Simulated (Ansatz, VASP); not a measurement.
# BAs: VASP beside Ansatz

File INCAR:

```
  ALGO = Normal
  EDIFF = 1E-6
  ENCUT = 500
  GGA = PE
  GGA_COMPAT = False
  ISIF = 2
  ISMEAR = 0
  LASPH = True
  LCHARG = True
  LELF = True
  LREAL = False
  LVHAR = True
  LWAVE = False
  NBANDS = 11
  NELM = 120
  PREC = Accurate
  SIGMA = 0.01
```

KPOINTS

```
k-points
0
Gamma
  5 5 5
```

File POSCAR:

```
BAs
1.0
    3.3778490000      0.0000000000      0.0000000000
    1.6889245000      2.9253030441      0.0000000000
    1.6889245000      0.9751010147      2.7580021594
B As
1 1
Direct
    0.0000000000      0.0000000000      0.0000000000
    0.2500000000      0.2500000000      0.2500000000
```

Input for Ansatz:

```yaml
crystal:
  lattice:
    - [3.377849, 0.0, 0.0]
    - [1.6889245000000004, 2.9253030441478622, 0.0]
    - [1.6889245000000004, 0.9751010147159542, 2.758002159390138]
  atoms:
    - { symbol: B, position: [0.0, 0.0, 0.0] }
    - { symbol: As, position: [0.25, 0.24999999999999997, 0.25] }
kpoints:
  mp_grid:
    grid: [5, 5, 5]
    shift: [0.0, 0.0, 0.0]
hamiltonian:
  xc: pbe
  pseudopotentials:
    kind: all_electron
    lapw: {}
scf:
  n_extra_bands: 16
  lower_state_search: light
  occupations:
    method: fixed
output:
  forces: true
  stress: true
  eigenvalues: true
```

Alike in both runs: task single point; functional PBE; k mesh 5 × 5 × 5; no spin polarisation.

|  | VASP | Ansatz |
| --- | --- | --- |
| version | VASP 6.6.1 | Ansatz 0.2.0 |
| potentials or method | VASP PAW PBE potentials, release 64 (B, As), cutoff 500 eV | all-electron (LAPW or listed datasets) |
| occupations | gaussian, width 0.01 eV | fixed |

```csv
,VASP,Ansatz,Ansatz less VASP
gap on the k mesh at the Fermi level (eV),1.17,1.18,+0.011
pressure (GPa),3.6,2.9,-0.70
```

Ansatz ran all-electron here, and VASP with PAW potentials.

The k mesh is coarse, so the values compare programs but aren't converged.
